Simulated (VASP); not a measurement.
A run of VASP 6.6.1 is set up as follows.

File INCAR:

```
ALGO = Normal ; EDIFF = 1E-6
ENCUT = 600 ; GGA = PE
GGA_COMPAT = F ; ISIF = 2
ISMEAR = 0 ; LASPH = T
LCHARG = F ; LREAL = F
LWAVE = F ; NBANDS = 11
NELM = 120 ; PREC = Accurate
SIGMA = 0.01
```

The input KPOINTS:

```
k-points
0
Gamma
  8 8 8
```

POSCAR

```
MgO
1.0
    0.0000000000      2.1632905701      2.1632905701
    2.1632905701      0.0000000000      2.1632905701
    2.1632905701      2.1632905701      0.0000000000
Mg O
1 1
Direct
    0.0000000000      0.0000000000      0.0000000000
    0.5000000000      0.5000000000      0.5000000000
```

Potentials or basis: VASP PAW PBE potentials, release 64 (Mg, O).

The run is started by

```bash
$ cat potpaw_PBE.64/Mg/POTCAR potpaw_PBE.64/O/POTCAR > POTCAR
$ mpirun -np 1 vasp_std > vasp.out
```

Predict the pressure.

-7.8 GPa.

Estimate the band gap on the k mesh.

3.98 eV, direct.

As with any semilocal functional, this PBE gap is likely too small.
